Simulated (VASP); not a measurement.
# Sc (P6_3/mmc) in VASP: further runs

Runs on Sc. Level: PBE. Tasks: single point.

All numbers are computed with VASP 6.6.1; they aren't measurements. Logs are shortened: lines on timing, memory, paths and dates and some standing lists are left out, and cuts for length are marked.

## (1) The cell of the first run

It takes space group P6_3/mmc (No. 194, hexagonal). The conventional cell has a = 3.309 Å, b = 3.309 Å, c = 5.294 Å, α = 90.00°, β = 90.00°, γ = 120.00°. Within 4.3 Å of Sc (site symmetry -6m2) lie 12 Sc at 3.26 to 3.31 Å.

## (2) Single point, PBE (strain +0.0050 x Voigt [0, 0, 1, 0, 0, 0])

INCAR reads:

```
PREC = Accurate
ENCUT = 520
EDIFF = 1E-6
ISMEAR = 0
SIGMA = 0.15
LREAL = F
LASPH = T
NELM = 80
ALGO = Fast
ISIF = 2
LWAVE = F
LCHARG = T
GGA = PE
LELF = T
LVHAR = T
NBANDS = 18
```

KPOINTS reads:

```
Automatic mesh
0
Gamma
  18 18 10
```

POSCAR reads:

```
Sc
1.0
    3.3087978973      0.0000000000      0.0000000000
   -1.6543989486      2.8655030350      0.0000000000
    0.0000000000      0.0000000000      5.2943400000
Sc
2
Direct
    0.3333333333      0.6666666667      0.2500000000
    0.6666666667      0.3333333333      0.7500000000
```

Potentials or basis: VASP PAW PBE potentials, release 64 (Sc_sv).

On the command line:

```bash
$ cat potpaw_PBE.64/Sc_sv/POTCAR > POTCAR
$ mpirun -np 1 vasp_std > vasp.out
```

OUTCAR:

```text
PREC = Accurate
   ENCUT = 520
   EDIFF = 1E-6
   ISMEAR = 0
   LREAL = F
   LASPH = T
   NELM = 80
   ISIF = 2
   GGA = PE

 ion  position               nearest neighbor table
   1  0.333  0.667  0.250-   2 3.26   2 3.26   2 3.26   2 3.26   2 3.26   2 3.26
   2  0.667  0.333  0.750-   1 3.26   1 3.26   1 3.26   1 3.26   1 3.26   1 3.26

  LATTYP: Found a hexagonal cell.
 ALAT       =     3.3087978973
 C/A-ratio  =     1.6000795952

  Lattice vectors:

 A1 = (   3.3087978973,   0.0000000000,   0.0000000000)
 A2 = (  -1.6543989486,   2.8655030350,   0.0000000000)
 A3 = (   0.0000000000,   0.0000000000,   5.2943400000)

Analysis of symmetry for initial positions (statically):
=====================================================================
 Subroutine PRICEL returns:
 Original cell was already a primitive cell.

 Routine SETGRP: Setting up the symmetry group for a
 hexagonal supercell.

 Subroutine GETGRP returns: Found 24 space group operations
 (whereof 12 operations were pure point group operations)
 out of a pool of 24 trial point group operations.

The static configuration has the point symmetry D_3d.
 The point group associated with its full space group is D_6h.

Analysis of symmetry for dynamics (positions and initial velocities):
=====================================================================
 Subroutine PRICEL returns:
 Original cell was already a primitive cell.

 Routine SETGRP: Setting up the symmetry group for a
 hexagonal supercell.

 Subroutine GETGRP returns: Found 24 space group operations
 (whereof 12 operations were pure point group operations)
 out of a pool of 24 trial point group operations.

The dynamic configuration has the point symmetry D_3d.
 The point group associated with its full space group is D_6h.

 Subroutine INISYM returns: Found 24 space group operations
 (whereof 12 operations are pure point group operations),
 and found     1 'primitive' translations

----------------------------------------------------------------------------------------

                                     Primitive cell

  volume of cell :      50.1976

  direct lattice vectors                    reciprocal lattice vectors
     3.308797897  0.000000000  0.000000000     0.302224563  0.174489433  0.000000000
    -1.654398949  2.865503035  0.000000000     0.000000000  0.348978866  0.000000000
     0.000000000  0.000000000  5.294340000     0.000000000  0.000000000  0.188880956

  length of vectors
     3.308797897  3.308797897  5.294340000     0.348978866  0.348978866  0.188880956

  position of ions in fractional coordinates (direct lattice)
     0.333333333  0.666666667  0.250000000
     0.666666667  0.333333333  0.750000000

  ion indices of the primitive-cell ions
   primitive index   ion index
                 1           1
                 2           2

----------------------------------------------------------------------------------------

 KPOINTS: Automatic mesh

Automatic generation of k-mesh.
 Grid dimensions read from file:
 generate k-points for:   18   18   10

 Generating k-lattice:

  Cartesian coordinates                     Fractional coordinates (reciprocal lattice)
     0.016790254  0.009693857  0.000000000     0.055555556  0.000000000  0.000000000
     0.000000000  0.019387715  0.000000000     0.000000000  0.055555556  0.000000000
     0.000000000  0.000000000  0.018888096     0.000000000  0.000000000  0.100000000

  Length of vectors
     0.019387715  0.019387715  0.018888096

  Shift w.r.t. Gamma in fractional coordinates (k-lattice)
     0.000000000  0.000000000  0.000000000

 Subroutine IBZKPT returns following result:
 ===========================================

 Found    222 irreducible k-points:

 Following reciprocal coordinates:
            Coordinates               Weight
  0.000000  0.000000  0.000000      1.000000
  0.055556 -0.000000  0.000000      6.000000
  0.111111 -0.000000  0.000000      6.000000
  0.166667  0.000000  0.000000      6.000000
  0.222222 -0.000000  0.000000      6.000000
  0.277778  0.000000  0.000000      6.000000
[... 16 lines left out ...]
  0.333333  0.111111  0.000000     12.000000
  0.388889  0.111111  0.000000     12.000000
 [... further k-points ...]
   k-points           NKPTS =    222   k-points in BZ     NKDIM =    222   number of bands    NBANDS=     18
   number of dos      NEDOS =    301   number of ions     NIONS =      2
   total plane-waves  NPLWV =  31360
   dimension x,y,z NGX =    28 NGY =   28 NGZ =   40
   dimension x,y,z NGXF=    56 NGYF=   56 NGZF=   80
   ions per type =               2
   NGX,Y,Z   is equivalent  to a cutoff of  14.07, 14.07, 12.56 a.u.
   NGXF,Y,Z  is equivalent  to a cutoff of  28.14, 28.14, 25.12 a.u.
 SYSTEM =  unknown system
   PREC   = accura    normal or accurate (medium, high low for compatibility)
   ISTART =      0    job   : 0-new  1-cont  2-samecut
   ICHARG =      2    charge: 1-file 2-atom 10-const
   ISPIN  =      1    spin polarized calculation?
   LNONCOLLINEAR =      F non collinear calculations
   LSORBIT =      F    spin-orbit coupling
   LASPH  =      T    aspherical Exc in radial PAW
   ENCUT  =  520.0 eV  38.22 Ry    6.18 a.u.   6.15  6.15  9.84*2*pi/ulx,y,z
   NELM   =     80;   NELMIN=  2; NELMDL= -5     # of ELM steps
   EDIFF  = 0.1E-05   stopping-criterion for ELM
   LREAL  =      F    real-space projection
   EDIFFG = 0.1E-04   stopping-criterion for IOM
   NSW    =      0    number of steps for IOM
   IBRION =     -1    ionic relax: 0-MD 1-quasi-New 2-CG
   NFREE  =      0    steps in history (QN), initial steepest desc. (CG)
   ISIF   =      2    stress and relaxation
   ISYM   =      2    0-nonsym 1-usesym 2-fastsym
   POTIM  = 0.5000    time-step for ionic-motion
   TEBEG  =    0.0;   TEEND  =   0.0 temperature during run
   PSTRESS=    0.0 pullay stress
   NELECT =      22.0000    total number of electrons
   NUPDOWN=      -1.0000    fix difference up-down
   EMIN   =  10.00;   EMAX   =-10.00  energy-range for DOS
   EFERMI =   0.00;   METHOD = LEGACY
   ISMEAR =     0;   SIGMA  =   0.15  broadening in eV -4-tet -1-fermi 0-gaus
   EFERMI_NEDOS =   21; number of points for ismear=-14 and -15
   IALGO  =     68    algorithm
   IMIX   =      4    mixing-type and parameters
     AMIX     =   0.40;   BMIX     =  1.00
     AMIX_MAG =   1.60;   BMIX_MAG =  1.00
  volume/ion in A,a.u.               =      25.10       169.38
  Fermi-wavevector in a.u.,A,eV,Ry     =   1.243526  2.349923 21.039451  1.546356
  Thomas-Fermi vector in A             =   2.377833
   LORBIT       =      0    0 simple, 1 ext, 2 COOP (PROOUT), +10 PAW based schemes
   GGA     = PE    functional components
   LHFCALC =     F    Hartree Fock is set to
   AEXX    =    0.0000 exact exchange contribution
   IVDW    =     0    specifies the selected vdW correction
   LEPSILON=     F    determine dielectric tensor
   LRPA    =     F    only Hartree local field effects (RPA)
 non-spin polarized calculation
 RMM-DIIS sequential band-by-band and
 Gauss-broadening in eV      SIGMA  =   0.15
  energy-cutoff  :      520.00
  volume of cell :       50.20
 maximum number of plane-waves:      1387
 NGX is ok and might be reduce to    28
   NGX = 13   NGY = 13   NGZ = 19

 number of electron      22.0000002 magnetization

 Free energy of the ion-electron system (eV)
  ---------------------------------------------------
  ext. energy  EPLUGINS =         0.00000000
  ---------------------------------------------------
  free energy    TOTEN  =       -12.51408093 eV

  energy without entropy =      -12.46466608  energy(sigma->0) =      -12.48937350

 E-fermi :   3.5788     XC(G=0):  -9.8057

 val. band max:        3.5752092805   @ k =   0.2222   0.0556   0.3000
 cond. band min:       3.5816700418   @ k =   0.4444   0.1111   0.4000
 fundamental gap:      0.0064607614
 Fermi energy:         3.5787504024

 k-point     1 :       0.0000    0.0000    0.0000
  band No.  band energies     occupation
      1     -45.8907      2.00000
      2     -45.8316      2.00000
      3     -24.6915      2.00000
      4     -24.3731      2.00000
      5     -24.3731      2.00000
      6     -24.3186      2.00000
[... 10 lines left out ...]
     17       5.9450      0.00000
     18       5.9455      0.00000

 k-point     2 :       0.0556   -0.0000    0.0000
  band No.  band energies     occupation
      1     -45.8893      2.00000
      2     -45.8310      2.00000
      3     -24.6878      2.00000
      4     -24.3809      2.00000
      5     -24.3757      2.00000
      6     -24.3268      2.00000
[... 10 lines left out ...]
     17       5.8852      0.00000
     18       5.9036      0.00000

 k-point     3 :       0.1111   -0.0000    0.0000
  band No.  band energies     occupation
      1     -45.8852      2.00000
      2     -45.8293      2.00000
      3     -24.6768      2.00000
      4     -24.4038      2.00000
      5     -24.3831      2.00000
      6     -24.3505      2.00000
[... 10 lines left out ...]
     17       5.7419      0.00000
     18       5.7930      0.00000

 k-point     4 :       0.1667    0.0000    0.0000
  band No.  band energies     occupation
      1     -45.8789      2.00000
      2     -45.8268      2.00000
      3     -24.6592      2.00000
      4     -24.4389      2.00000
      5     -24.3942      2.00000
      6     -24.3861      2.00000
[... 10 lines left out ...]
     17       5.7424      0.00000
     18       5.9486      0.00000

 k-point     5 :       0.2222   -0.0000    0.0000
  band No.  band energies     occupation
      1     -45.8709      2.00000
      2     -45.8240      2.00000
      3     -24.6363      2.00000
      4     -24.4823      2.00000
      5     -24.4290      2.00000
      6     -24.4075      2.00000
[... 10 lines left out ...]
     17       5.9765      0.00000
     18       6.2183      0.00000

 k-point     6 :       0.2778    0.0000    0.0000
  band No.  band energies     occupation
      1     -45.8621      2.00000
      2     -45.8214      2.00000
      3     -24.6096      2.00000
      4     -24.5288      2.00000
      5     -24.4736      2.00000
      6     -24.4213      2.00000
[... 10 lines left out ...]
     17       6.2653      0.00000
     18       6.5281      0.00000

 k-point     7 :       0.3333    0.0000    0.0000
  band No.  band energies     occupation
      1     -45.8533      2.00000
      2     -45.8193      2.00000
      3     -24.5812      2.00000
      4     -24.5726      2.00000
      5     -24.5146      2.00000
      6     -24.4341      2.00000
[... 10 lines left out ...]
     17       6.6516      0.00000
     18       6.8399      0.00000

 k-point     8 :       0.3889   -0.0000    0.0000
  band No.  band energies     occupation
      1     -45.8454      2.00000
      2     -45.8183      2.00000
      3     -24.6086      2.00000
      4     -24.5540      2.00000
      5     -24.5476      2.00000
      6     -24.4443      2.00000
[... 10 lines left out ...]
     17       7.0361      0.00000
     18       7.2133      0.00000
[... 229 lines left out ...]
     17       5.7542      0.00000
     18       6.1296      0.00000

 k-point    20 :       0.1667    0.1111    0.0000
  band No.  band energies     occupation
      1     -45.8677      2.00000
      2     -45.8230      2.00000
      3     -24.6269      2.00000
      4     -24.4854      2.00000
      5     -24.4617      2.00000
      6     -24.4005      2.00000
[... 10 lines left out ...]
     17       6.0717      0.00000
     18       6.4592      0.00000

 k-point    21 :       0.2222    0.1111    0.0000
  band No.  band energies     occupation
      1     -45.8593      2.00000
      2     -45.8206      2.00000
      3     -24.6009      2.00000
      4     -24.5273      2.00000
      5     -24.4946      2.00000
      6     -24.4210      2.00000
[... 10 lines left out ...]
     17       6.4358      0.00000
     18       6.7705      0.00000

 k-point    22 :       0.2778    0.1111    0.0000
  band No.  band energies     occupation
      1     -45.8508      2.00000
      2     -45.8189      2.00000
      3     -24.5730      2.00000
      4     -24.5680      2.00000
      5     -24.5235      2.00000
      6     -24.4406      2.00000
[... 10 lines left out ...]
     17       6.8080      0.00000
     18       7.1446      0.00000

 k-point    23 :       0.3333    0.1111    0.0000
  band No.  band energies     occupation
      1     -45.8433      2.00000
      2     -45.8182      2.00000
      3     -24.6014      2.00000
      4     -24.5469      2.00000
      5     -24.5461      2.00000
      6     -24.4565      2.00000
[... 10 lines left out ...]
     17       7.1570      0.00000
     18       7.4006      0.00000

 k-point    24 :       0.3889    0.1111    0.0000
  band No.  band energies     occupation
      1     -45.8377      2.00000
      2     -45.8183      2.00000
      3     -24.6231      2.00000
      4     -24.5621      2.00000
      5     -24.5244      2.00000
      6     -24.4667      2.00000
[... 10 lines left out ...]
     17       7.3410      0.00000
     18       7.6451      0.00000

 [... further k-points ...]
[... 5 lines left out ...]
  --------------------------------------------------------------------------------------
  -------------------------------------------------------------------------------------
  Total       -0.0589861     -0.0589861     -0.6459247     -0.0000000     -0.0000000     -0.0000000
  in kB       -1.8826851     -1.8826851    -20.6162436     -0.0000000     -0.0000000     -0.0000000
  external PRESSURE =      -8.1272046 kB  Pullay stress =       0.0000000 kB

 VOLUME and BASIS-vectors are now :
 -----------------------------------------------------------------------------
  energy-cutoff  :      520.00
  volume of cell :       50.20
      direct lattice vectors                 reciprocal lattice vectors
     3.308797897  0.000000000  0.000000000     0.302224563  0.174489433  0.000000000
    -1.654398949  2.865503035  0.000000000     0.000000000  0.348978866  0.000000000
     0.000000000  0.000000000  5.294340000     0.000000000  0.000000000  0.188880956

 POSITION                                       TOTAL-FORCE (eV/Angst)
 -----------------------------------------------------------------------------------
     -0.00000      1.91034      1.32359         0.000000      0.000000      0.000000
      1.65440      0.95517      3.97076        -0.000000      0.000000      0.000000
 -----------------------------------------------------------------------------------
    total drift:                                0.000000     -0.000000      0.000000

  FREE ENERGIE OF THE ION-ELECTRON SYSTEM (eV)
  ---------------------------------------------------
  free  energy   TOTEN  =       -12.5140809291 eV

  energy  without entropy=      -12.4646660756  energy(sigma->0) =      -12.48937350
```

Run time: 2.2 min. Hardware: 1 thread of AMD EPYC 9R45 (Zen 5), shared host; peak memory 0.27 GiB.

Results:

```yaml
Free_energy: -12.5141 eV
Pressure: -0.8 GPa
Band_gap_on_the_k_mesh: zero (band 11 reaches 4.45 eV, above the bottom of band 12 at 3.12 eV)
```

Stress tensor (GPa, compression positive):
```
-0.19  0.00  0.00
 0.00 -0.19  0.00
 0.00  0.00 -2.06
```

Caveat: the cell differs from its parent crystal (strain +0.0050 x Voigt [0, 0, 1, 0, 0, 0]).

[end of part 1 of 2]
